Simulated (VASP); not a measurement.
# AlN (Cmcm) in VASP: a series of runs, part 2 of 2

VASP 6.6.1. Earlier steps stand in the parts before.

## 3. Single point, LDA

Input file INCAR:

```
SYSTEM = AlN
PREC     = Accurate       ! precision mode
ENCUT    = 520            ! plane-wave cutoff, eV
EDIFF    = 1E-7           ! SCF threshold, eV
ISMEAR   = 0              ! smearing method
SIGMA    = 0.05           ! smearing width, eV
LREAL    = .FALSE.        ! projectors in reciprocal space
LASPH    = .TRUE.         ! aspherical terms in the spheres
NELM     = 60             ! most SCF steps
ALGO     = Normal         ! electronic algorithm
ISIF     = 2              ! what is computed and relaxed
LWAVE    = .FALSE.        ! write WAVECAR
LCHARG   = .FALSE.        ! write CHGCAR
GGA      = CA             ! functional
NBANDS   = 16             ! bands
```

Input file KPOINTS:

```
Automatic mesh
0
G
  8 8 6
  0 0 0
```

Input file POSCAR:

```
AlN
1.0
    0.0000000000     -1.9720279384     -1.9720279384
    0.0000000000      1.9720279384     -1.9720279384
    3.9440558767      0.0000000000      0.0000000000
Al N
2 2
Direct
    0.5279229310      0.4720770690      0.0000000000
   -0.0279229310      0.0279229310      0.5000000000
    0.4885639493      0.5114360507      0.5000000000
    0.0114360507      0.9885639493      0.0000000000
```

Potentials or basis: VASP PAW LDA potentials, release 64 (Al, N).

Command:

```
> cat potpaw_LDA.64/Al/POTCAR potpaw_LDA.64/N/POTCAR > POTCAR
> mpirun -np 1 vasp_std > vasp.out
```

Run time: 35 s. Hardware: 1 thread of Intel Xeon Platinum 8259CL at 2.50GHz (Skylake/Cascade Lake), shared host; peak memory 0.15 GiB.

Results (log left out):

- Free energy: -32.2135 eV
- Pressure: 17.6 GPa
- Largest force: 1.472 eV/Å
- Band gap on the k mesh: 4.96 eV, indirect (least direct gap 5.05 eV)

Forces on the atoms (eV/Å):
```
Al   0.000  1.472  0.000
Al   0.000 -1.472  0.000
N    0.000 -0.114  0.000
N    0.000  0.114  0.000
```

Stress tensor (GPa, compression positive):
```
18.01  0.00  0.00
 0.00 19.40  0.00
 0.00  0.00 15.30
```

Levels at points of the mesh, in eV from the valence-band top:
| k point | band 4 | band 5 | band 6 | band 7 | band 8 | band 9 | band 10 | band 11 | band 12 | band 13 |
| --- | --- | --- | --- | --- | --- | --- | --- | --- | --- | --- |
| (0.00, 0.00, 0.00) | -3.02 | -3.02 | -0.07 | -0.03 | 0.00 | 5.05 | 5.20 | 6.81 | 11.88 | 12.20 |
| (0.50, 0.00, 0.00) | -6.20 | -4.53 | -4.48 | -1.34 | -1.24 | 8.51 | 9.00 | 10.30 | 11.15 | 11.29 |
| (0.50, 0.50, 0.00) | -7.93 | -3.03 | -3.03 | -3.01 | -3.01 | 4.96 | 5.03 | 5.11 | 5.18 | 14.74 |
| (0.00, 0.00, 0.50) | -3.93 | -1.78 | -1.78 | -1.78 | -1.78 | 7.30 | 7.30 | 8.49 | 8.49 | 11.81 |
| (0.50, 0.00, 0.50) | -8.85 | -1.24 | -1.24 | -1.22 | -1.22 | 6.53 | 6.53 | 11.33 | 11.33 | 11.39 |
| (0.50, 0.50, 0.50) | -6.17 | -6.17 | -6.17 | -4.14 | -4.14 | 8.63 | 8.63 | 10.94 | 10.94 | 10.98 |

Caveat: forces of over 1 eV/Å act on the atoms, so gaps and moduli don't describe the material at rest.

## 4. Single point, LDA

Input file INCAR:

```
SYSTEM = AlN
ALGO = Normal ; EDIFF = 1E-6
ENCUT = 520 ; GGA = CA
ISIF = 2 ; ISMEAR = 0
LASPH = .TRUE. ; LCHARG = .FALSE.
LREAL = .FALSE. ; LWAVE = .FALSE.
NBANDS = 16 ; NELM = 100
PREC = Accurate ; SIGMA = 0.05
```

Input file KPOINTS:

```
k-points
0
G
  8 8 6
  0 0 0
```

Input file POSCAR:

```
AlN
1.0
    0.0000000000     -1.9720279384     -1.9720279384
    0.0000000000      1.9720279384     -1.9720279384
    3.9440558767      0.0000000000      0.0000000000
Al N
2 2
Direct
    0.5223383448      0.4776616552      0.0000000000
   -0.0223383448      0.0223383448      0.5000000000
    0.4908511594      0.5091488406      0.5000000000
    0.0091488406      0.9908511594      0.0000000000
```

Potentials or basis: VASP PAW LDA potentials, release 64 (Al, N).

Command:

```
> cat potpaw_LDA.64/Al/POTCAR potpaw_LDA.64/N/POTCAR > POTCAR
> mpirun -np 1 vasp_std > vasp.out
```

OUTCAR:

```text
SYSTEM = AlN
   EDIFF = 1E-6
   ENCUT = 520
   GGA = CA
   ISIF = 2
   ISMEAR = 0
   LASPH = .TRUE.
   LREAL = .FALSE.
   NELM = 100
   PREC = Accurate

 ion  position               nearest neighbor table
   1  0.522  0.478  0.000-   4 1.92   4 1.97   4 1.97   3 1.98   3 1.98   4 2.02   2 2.67   2 2.67
                             2 2.79   2 2.79   2 2.79   2 2.79   2 2.92   2 2.92
   2  0.978  0.022  0.500-   3 1.92   3 1.97   3 1.97   4 1.98   4 1.98   3 2.02   1 2.67   1 2.67
                             1 2.79   1 2.79   1 2.79   1 2.79   1 2.92   1 2.92
   3  0.491  0.509  0.500-   2 1.92   2 1.97   2 1.97   1 1.98   1 1.98   2 2.02
   4  0.009  0.991  0.000-   1 1.92   1 1.97   1 1.97   2 1.98   2 1.98   1 2.02

  LATTYP: Found a simple tetragonal cell.
 ALAT       =     2.7888686559
 C/A-ratio  =     1.4142135623

  Lattice vectors:

 A1 = (   0.0000000000,  -1.9720279384,  -1.9720279384)
 A2 = (   0.0000000000,   1.9720279384,  -1.9720279384)
 A3 = (   3.9440558767,   0.0000000000,   0.0000000000)

Analysis of symmetry for initial positions (statically):
=====================================================================
 Subroutine PRICEL returns:
 Original cell was already a primitive cell.

[... 175 lines left out ...]

 E-fermi :  11.0312     XC(G=0): -12.9268

 val. band max:       10.7204362141   @ k =   0.0000   0.0000   0.0000
 cond. band min:      15.7097112539   @ k =   0.5000   0.5000   0.0000
 fundamental gap:      4.9892750398
 Fermi energy:        11.0311562360

 k-point     1 :       0.0000    0.0000    0.0000
  band No.  band energies     occupation
      1      -7.3972      2.00000
      2      -2.6320      2.00000
      3       2.7857      2.00000
      4       7.7021      2.00000
      5       7.7042      2.00000
      6      10.6741      2.00000
[... 433 lines left out ...]
      3       3.4387      2.00000
      4       5.8119      2.00000
      5       6.9043      2.00000
      6       8.3441      2.00000
[... 8 lines left out ...]
     15      23.9225      0.00000
     16      25.5958      0.00000

 [... further k-points ...]
[... 5 lines left out ...]
  --------------------------------------------------------------------------------------
  -------------------------------------------------------------------------------------
  Total        3.3220285      3.4967012      2.9935416      0.0000000      0.0000000      0.0000000
  in kB      173.5061032    182.6290750    156.3495716      0.0000000      0.0000000      0.0000000
  external PRESSURE =     170.8282499 kB  Pullay stress =       0.0000000 kB

 VOLUME and BASIS-vectors are now :
 -----------------------------------------------------------------------------
  energy-cutoff  :      520.00
  volume of cell :       30.68
      direct lattice vectors                 reciprocal lattice vectors
     0.000000000 -1.972027938 -1.972027938     0.000000000 -0.253546104 -0.253546104
     0.000000000  1.972027938 -1.972027938     0.000000000  0.253546104 -0.253546104
     3.944055877  0.000000000  0.000000000     0.253546104  0.000000000  0.000000000

 POSITION                                       TOTAL-FORCE (eV/Angst)
 -----------------------------------------------------------------------------------
      0.00000     -0.08810     -1.97203         0.000000      1.167237      0.000000
      1.97203     -1.88392     -1.97203         0.000000     -1.167237      0.000000
      1.97203      0.03608     -1.97203         0.000000     -0.096753      0.000000
      0.00000      1.93594     -1.97203         0.000000      0.096753      0.000000
 -----------------------------------------------------------------------------------
    total drift:                                0.000000     -0.000000     -0.000000

  FREE ENERGIE OF THE ION-ELECTRON SYSTEM (eV)
  ---------------------------------------------------
  free  energy   TOTEN  =       -32.2734729222 eV

  energy  without entropy=      -32.2734729222  energy(sigma->0) =      -32.27347292
```

Wall time 29 s (1 thread of Intel Xeon Platinum 8259CL at 2.50GHz (Skylake/Cascade Lake), shared host); peak memory 0.15 GiB.

Results:

```yaml
Free_energy: -32.2735 eV
Pressure: 17.1 GPa
Largest_force: 1.167 eV/Å
Band_gap_on_the_k_mesh: 4.99 eV, indirect (least direct gap 5.05 eV)
```

Forces on the atoms (eV/Å):
```
Al   0.000  1.167  0.000
Al   0.000 -1.167  0.000
N    0.000 -0.097  0.000
N    0.000  0.097  0.000
```

Levels at points of the mesh, in eV from the valence-band top:
```
           k point  band 4  band 5  band 6  band 7  band 8  band 9  band 10  band 11  band 12  band 13
(0.00, 0.00, 0.00)   -3.02   -3.02   -0.05   -0.02    0.00    5.05     5.20     6.84    12.01    12.22
(0.50, 0.00, 0.00)   -6.19   -4.53   -4.48   -1.32   -1.24    8.59     8.98    10.42    11.22    11.23
(0.50, 0.50, 0.00)   -7.93   -3.02   -3.02   -3.01   -3.01    4.99     5.04     5.14     5.19    14.77
(0.00, 0.00, 0.50)   -3.92   -1.77   -1.77   -1.77   -1.77    7.31     7.31     8.50     8.50    11.85
(0.50, 0.00, 0.50)   -8.85   -1.24   -1.24   -1.22   -1.22    6.56     6.56    11.36    11.36    11.40
(0.50, 0.50, 0.50)   -6.16   -6.16   -6.16   -4.14   -4.14    8.66     8.66    10.97    10.97    11.00
```

Caveat: forces of over 1 eV/Å act on the atoms, so gaps and moduli don't describe the material at rest. A k mesh can miss the band edges.
